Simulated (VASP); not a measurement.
Here is a VASP 6.6.1 calculation.

File POSCAR:

```
SnSe
1.0
   11.5330766609      0.0000000000      0.0000000000
    0.0000000000      4.2314878467      0.0000000000
    0.0000000000      0.0000000000      4.5041612879
Sn Se
4 4
Direct
    0.8770000000      0.7500000000      0.9090000000
    0.6230000000      0.2500000000      0.4090000000
    0.3770000000      0.7500000000      0.5910000000
    0.1230000000      0.2500000000      0.0910000000
    0.6430000000      0.7500000000      0.9840000000
    0.8570000000      0.2500000000      0.4840000000
    0.1430000000      0.7500000000      0.5160000000
    0.3570000000      0.2500000000      0.0160000000
```

File INCAR.step1:

```
SYSTEM = SnSe
GGA = PE
ISMEAR = 0
SIGMA = 0.03
LWAVE = .FALSE.
LCHARG = .FALSE.
NSW = 80
PREC = Accurate
LASPH = .TRUE.
LREAL = .FALSE.
ALGO = Normal
EDIFF = 1E-7
NELM = 120
GGA_COMPAT = .FALSE.
IBRION = 2
ISIF = 3
EDIFFG = -0.002
NELMIN = 4
ENCUT = 620
EFERMI = MIDGAP
KPAR = 8
POTIM = 0.5
```

Contents of INCAR.step4:

```
SYSTEM = SnSe
GGA = PE
ISMEAR = 0
SIGMA = 0.03
LWAVE = .FALSE.
LCHARG = .FALSE.
PREC = Accurate
LASPH = .TRUE.
LREAL = .FALSE.
ALGO = Normal
EDIFF = 1E-7
NELM = 120
GGA_COMPAT = .FALSE.
ISIF = 2
ENCUT = 620
EFERMI = MIDGAP
KPAR = 8
```

The input KPOINTS:

```
Automatic mesh
0
Gamma
  3 7 6
  0 0 0
```

Potentials or basis: VASP PAW PBE potentials, release 64 (Sn_d, Se).

The run is started by

```console
$ cat potpaw_PBE.64/Sn_d/POTCAR potpaw_PBE.64/Se/POTCAR > POTCAR
$ cp INCAR.step1 INCAR
$ cp POSCAR.step1 POSCAR
$ mpirun -np 8 vasp_std > vasp.out
$ cp CONTCAR POSCAR
$ mpirun -np 8 vasp_std > vasp.out
$ cp CONTCAR POSCAR
$ mpirun -np 8 vasp_std > vasp.out
$ cp CONTCAR POSCAR
$ cp INCAR.step4 INCAR
$ mpirun -np 8 vasp_std > vasp.out
```

(1) What does it give for the relaxed cell?

(2) Predict the relaxed volume.

(3) Predict the space group after relaxing (to 0.1 Å).

(4) What does it give for the band gap on the k mesh?

Results:

(1) a = 11.814 Å, b = 4.211 Å, c = 4.552 Å, α = 90.00°, β = 90.00°, γ = 90.00°.

(2) 28.30 Å³/atom.

(3) Pnma (No. 62).

(4) 0.79 eV (least direct gap 0.94 eV).

Caveat: semilocal functionals underestimate gaps, and a narrow one can read as zero; spin-orbit coupling is left out, which moves the levels of the heavy elements.
